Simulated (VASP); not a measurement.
# TiAl (P2/m) in VASP: further runs, part 2 of 3

VASP 6.6.1. Earlier steps stand in the parts before.

**3. Single point, PBEsol (shear of c along a, cell held: +6.0 %)**

The input, INCAR:

```
ALGO = Fast
EDIFF = 1E-7
ENCUT = 520
GGA = PS
ISIF = 2
ISMEAR = 0
LASPH = True
LCHARG = False
LREAL = False
LWAVE = False
NBANDS = 14
NELM = 100
PREC = Accurate
SIGMA = 0.1
```

The input, KPOINTS:

```
k-points
0
Gamma
  18 18 14
```

The input, POSCAR:

```
TiAl
1.0
    2.7946360195      0.0000000000      0.0000000000
    0.0000000000      2.7946360195      0.0000000000
    0.2424682192      0.0000000000      4.0411369870
Ti Al
1 1
Direct
    0.5000000000      0.5000000000      0.5000000000
    0.0000000000      0.0000000000      0.0000000000
```

Potentials or basis: VASP PAW PBE potentials, release 64 (Ti_sv, Al).

The run is started by

```console
> cat potpaw_PBE.64/Ti_sv/POTCAR potpaw_PBE.64/Al/POTCAR > POTCAR
> mpirun -np 1 vasp_std > vasp.out
```

OUTCAR:

```text
EDIFF = 1E-7
   ENCUT = 520
   GGA = PS
   ISIF = 2
   ISMEAR = 0
   LASPH = True
   LREAL = False
   NELM = 100
   PREC = Accurate

 ion  position               nearest neighbor table
   1  0.500  0.500  0.500-   2 2.77   2 2.77   2 2.77   2 2.77   2 2.89   2 2.89   2 2.89   2 2.89

   2  0.000  0.000  0.000-   1 2.77   1 2.77   1 2.77   1 2.77   1 2.89   1 2.89   1 2.89   1 2.89

  LATTYP: Found a simple monoclinic cell.
 ALAT       =     2.7946360195
 B/A-ratio  =     1.0000000000
 C/A-ratio  =     1.4486339081
 COS(beta)  =    -0.0598922907

  Lattice vectors:

 A1 = (   2.7946360195,   0.0000000000,   0.0000000000)
 A2 = (   0.0000000000,  -2.7946360195,   0.0000000000)
 A3 = (  -0.2424682192,   0.0000000000,  -4.0411369870)

Analysis of symmetry for initial positions (statically):
=====================================================================
 Subroutine PRICEL returns:
 Original cell was already a primitive cell.

 Routine SETGRP: Setting up the symmetry group for a
 simple monoclinic supercell.

 Subroutine GETGRP returns: Found  4 space group operations
 (whereof  4 operations were pure point group operations)
 out of a pool of  4 trial point group operations.

The static configuration has the point symmetry C_2h.

Analysis of symmetry for dynamics (positions and initial velocities):
=====================================================================
 Subroutine PRICEL returns:
 Original cell was already a primitive cell.

 Routine SETGRP: Setting up the symmetry group for a
 simple monoclinic supercell.

 Subroutine GETGRP returns: Found  4 space group operations
 (whereof  4 operations were pure point group operations)
 out of a pool of  4 trial point group operations.

The dynamic configuration has the point symmetry C_2h.

 Subroutine INISYM returns: Found  4 space group operations
 (whereof  4 operations are pure point group operations),
 and found     1 'primitive' translations

----------------------------------------------------------------------------------------

                                     Primitive cell

  volume of cell :      31.5612

  direct lattice vectors                    reciprocal lattice vectors
     2.794636019  0.000000000  0.000000000     0.357828352  0.000000000 -0.021469701
     0.000000000  2.794636019  0.000000000     0.000000000  0.357828352  0.000000000
     0.242468219  0.000000000  4.041136987     0.000000000  0.000000000  0.247455111

  length of vectors
     2.794636019  2.794636019  4.048404499     0.358471864  0.357828352  0.247455111

  position of ions in fractional coordinates (direct lattice)
     0.500000000  0.500000000  0.500000000
     0.000000000  0.000000000  0.000000000

  ion indices of the primitive-cell ions
   primitive index   ion index
                 1           1
                 2           2

----------------------------------------------------------------------------------------

 KPOINTS: k-points

Automatic generation of k-mesh.
 Grid dimensions read from file:
 generate k-points for:   18   18   14

 Generating k-lattice:

[... 43 lines left out ...]
   k-points           NKPTS =   1280   k-points in BZ     NKDIM =   1280   number of bands    NBANDS=     14
   number of dos      NEDOS =    301   number of ions     NIONS =      2
   total plane-waves  NPLWV =  17280
   dimension x,y,z NGX =    24 NGY =   24 NGZ =   30
   dimension x,y,z NGXF=    48 NGYF=   48 NGZF=   60
   ions per type =               1   1
   NGX,Y,Z   is equivalent  to a cutoff of  14.28, 14.28, 12.32 a.u.
   NGXF,Y,Z  is equivalent  to a cutoff of  28.55, 28.55, 24.64 a.u.
 SYSTEM =  unknown system
   PREC   = accura    normal or accurate (medium, high low for compatibility)
   ISTART =      0    job   : 0-new  1-cont  2-samecut
   ICHARG =      2    charge: 1-file 2-atom 10-const
   ISPIN  =      1    spin polarized calculation?
   LNONCOLLINEAR =      F non collinear calculations
   LSORBIT =      F    spin-orbit coupling
   LASPH  =      T    aspherical Exc in radial PAW
   ENCUT  =  520.0 eV  38.22 Ry    6.18 a.u.   5.20  5.20  7.53*2*pi/ulx,y,z
   NELM   =    100;   NELMIN=  2; NELMDL= -5     # of ELM steps
   EDIFF  = 0.1E-06   stopping-criterion for ELM
   LREAL  =      F    real-space projection
   EDIFFG = 0.1E-05   stopping-criterion for IOM
   NSW    =      0    number of steps for IOM
   IBRION =     -1    ionic relax: 0-MD 1-quasi-New 2-CG
   NFREE  =      0    steps in history (QN), initial steepest desc. (CG)
   ISIF   =      2    stress and relaxation
   ISYM   =      2    0-nonsym 1-usesym 2-fastsym
   POTIM  = 0.5000    time-step for ionic-motion
   TEBEG  =    0.0;   TEEND  =   0.0 temperature during run
   PSTRESS=    0.0 pullay stress
   NELECT =      15.0000    total number of electrons
   NUPDOWN=      -1.0000    fix difference up-down
   EMIN   =  10.00;   EMAX   =-10.00  energy-range for DOS
   EFERMI =   0.00;   METHOD = LEGACY
   ISMEAR =     0;   SIGMA  =   0.10  broadening in eV -4-tet -1-fermi 0-gaus
   EFERMI_NEDOS =   21; number of points for ismear=-14 and -15
   IALGO  =     68    algorithm
   IMIX   =      4    mixing-type and parameters
     AMIX     =   0.40;   BMIX     =  1.00
     AMIX_MAG =   1.60;   BMIX_MAG =  1.00
  volume/ion in A,a.u.               =      15.78       106.49
  Fermi-wavevector in a.u.,A,eV,Ry     =   1.277577  2.414271 22.207484  1.632204
  Thomas-Fermi vector in A             =   2.410169
   LORBIT       =      0    0 simple, 1 ext, 2 COOP (PROOUT), +10 PAW based schemes
   GGA     = PS    functional components
   LHFCALC =     F    Hartree Fock is set to
   AEXX    =    0.0000 exact exchange contribution
   IVDW    =     0    specifies the selected vdW correction
   LEPSILON=     F    determine dielectric tensor
   LRPA    =     F    only Hartree local field effects (RPA)
 non-spin polarized calculation
 RMM-DIIS sequential band-by-band and
 Gauss-broadening in eV      SIGMA  =   0.10
  energy-cutoff  :      520.00
  volume of cell :       31.56
 maximum number of plane-waves:       864
 NGX is ok and might be reduce to    24
   NGX = 11   NGY = 11   NGZ = 15

 number of electron      14.9999998 magnetization

 Free energy of the ion-electron system (eV)
  ---------------------------------------------------
  ext. energy  EPLUGINS =         0.00000000
  ---------------------------------------------------
  free energy    TOTEN  =       -13.21087995 eV

  energy without entropy =      -13.20202181  energy(sigma->0) =      -13.20645088

 E-fermi :   8.5141     XC(G=0): -11.2579

 val. band max:        8.5123054896   @ k =  -0.1111   0.5000   0.0714
 cond. band min:       8.5143044381   @ k =   0.1667   0.3889   0.0000
 fundamental gap:      0.0019989485
 Fermi energy:         8.5140610222

 k-point     1 :       0.0000    0.0000    0.0000
  band No.  band energies     occupation
      1     -47.8156      2.00000
      2     -24.3182      2.00000
      3     -23.8478      2.00000
      4     -23.8457      2.00000
      5      -0.6394      2.00000
      6       6.5736      2.00000
      7       7.6444      2.00000
      8       8.1674      2.00000
      9      10.7277      0.00000
     10      10.7399      0.00000
     11      11.9255      0.00000
     12      14.8610      0.00000
     13      17.1168      0.00000
     14      17.1533      0.00000
[... 377 lines left out ...]
      1     -47.7913      2.00000
      2     -24.2946      2.00000
      3     -23.9754      2.00000
      4     -23.8987      2.00000
      5       0.1590      2.00000
      6       7.1498      2.00000
      7       7.7170      2.00000
      8       7.9352      2.00000
      9      10.2699      0.00000
     10      11.1370      0.00000
     11      11.9362      0.00000
     12      13.6484      0.00000
     13      14.8800      0.00000
     14      15.9760      0.00000

 [... further k-points ...]

------------------------ aborting loop because EDIFF is reached ----------------------------------------

  FORCE on cell =-STRESS in cart. coord.  units (eV):
  Direction    XX          YY          ZZ          XY          YZ          ZX
  --------------------------------------------------------------------------------------
  -------------------------------------------------------------------------------------
  Total       -0.0222909      0.0800966      0.1720431      0.0000000      0.0000000     -1.4023120
  in kB       -1.1315775      4.0660287      8.7336116      0.0000000      0.0000000    -71.1870763
  external PRESSURE =       3.8893543 kB  Pullay stress =       0.0000000 kB

 VOLUME and BASIS-vectors are now :
 -----------------------------------------------------------------------------
  energy-cutoff  :      520.00
  volume of cell :       31.56
      direct lattice vectors                 reciprocal lattice vectors
     2.794636019  0.000000000  0.000000000     0.357828352  0.000000000 -0.021469701
     0.000000000  2.794636019  0.000000000     0.000000000  0.357828352  0.000000000
     0.242468219  0.000000000  4.041136987     0.000000000  0.000000000  0.247455111

 POSITION                                       TOTAL-FORCE (eV/Angst)
 -----------------------------------------------------------------------------------
      1.51855      1.39732      2.02057         0.000000      0.000000      0.000000
      0.00000      0.00000      0.00000        -0.000000      0.000000      0.000000
 -----------------------------------------------------------------------------------
    total drift:                                0.000000      0.000000     -0.000000

  FREE ENERGIE OF THE ION-ELECTRON SYSTEM (eV)
  ---------------------------------------------------
  free  energy   TOTEN  =       -13.2108799470 eV

  energy  without entropy=      -13.2020218083  energy(sigma->0) =      -13.20645088
```

It took 34 min on 1 thread of AMD EPYC 7R43 (Zen 3), shared host; peak memory 0.6 GiB.

Results:

```yaml
Free_energy: -13.2109 eV
Pressure: 0.4 GPa
Band_gap_on_the_k_mesh: zero (an odd number of electrons rules out a gap without spin polarisation)
```

Levels at points of the mesh, in eV from the Fermi level:
```
           k point  band 5  band 6  band 7  band 8  band 9  band 10  band 11  band 12
(0.00, 0.00, 0.00)   -9.15   -1.94   -0.87   -0.35    2.21     2.23     3.41     6.35
(0.50, 0.00, 0.00)   -4.60   -4.52   -1.78   -0.26    1.78     2.60     4.57     4.61
(0.00, 0.50, 0.00)   -4.61   -4.54   -1.78   -0.26    1.79     2.60     4.81     5.16
(0.50, 0.50, 0.00)   -3.25   -0.50   -0.41   -0.41   -0.28    -0.18     4.41     5.25
(0.00, 0.00, 0.50)   -7.64   -5.33   -0.71    0.58    1.87     1.92     3.42     8.00
(0.50, 0.00, 0.50)   -4.98   -3.01   -1.22   -1.03    1.33     1.83     2.38     4.00
(0.00, 0.50, 0.50)   -4.98   -2.98   -1.21   -1.10    1.35     1.82     2.41     3.94
(0.50, 0.50, 0.50)   -2.63   -2.31   -2.28    1.90    2.14     2.65     4.38     4.39
```

Caveat: the cell differs from its parent crystal (shear of c along a, cell held: +6.0 %); the PAW data sets were made with another functional, which shifts forces and pressure a little.

(Part 2 of 3 ends here.)
